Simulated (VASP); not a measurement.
Write the native input for VASP 6.6.1 that does the following.

| Property | Result |
| --- | --- |
| Task | single point |
| Functional | PBEsol |
| Potentials or basis | VASP PAW PBE potentials, release 64 (Pb_d, Se) |
| Cutoff | 520 eV |
| k mesh | 6 × 6 × 4 |
| Occupations | gaussian, width 0.01 eV |
| Spin | no spin polarisation |
| Dipole correction | no |
| Further INCAR settings | ALGO = Normal; EDIFF = 1e-06; NBANDS = 28 |

The structure of PbSe lies in POSCAR:

```
PbSe
1.0
    2.0958088933     -5.9658086532      0.0000000000
    2.0958088933      5.9658086532      0.0000000000
    0.0000000000      0.0000000000      4.3285003173
Pb Se
2 2
Direct
    0.6317607300      0.3682392700      0.7500000000
    0.3682392700      0.6317607300      0.2500000000
    0.8612899600      0.1387100400      0.7500000000
    0.1387100400      0.8612899600      0.2500000000
```

The input as run:

INCAR

```
  PREC = Accurate
  ENCUT = 520
  EDIFF = 1E-6
  ISMEAR = 0
  SIGMA = 0.01
  LREAL = F
  LASPH = T
  NELM = 100
  ALGO = Normal
  ISIF = 2
  LWAVE = F
  LCHARG = F
  GGA = PS
  NBANDS = 28
```

KPOINTS

```
Automatic mesh
0
Gamma
  6 6 4
```

Potentials or basis: VASP PAW PBE potentials, release 64 (Pb_d, Se).

The run is started by

```console
$ cat potpaw_PBE.64/Pb_d/POTCAR potpaw_PBE.64/Se/POTCAR > POTCAR
$ mpirun -np 1 vasp_std > vasp.out
```

It gave:

The pressure is 2.7 GPa. The largest force is 0.453 eV/Å and the band gap on the k mesh is 1.03 eV, indirect (least direct gap 1.44 eV).

Caveat: the PAW data sets were made with another functional, which shifts forces and pressure a little; spin-orbit coupling is left out, which moves the levels of the heavy elements.

It took 81 s on 1 thread of Intel(R) Xeon(R) Platinum 8259CL CPU @ 2.50GHz (Skylake/Cascade Lake) (shared host), peak memory 0.3 GiB.
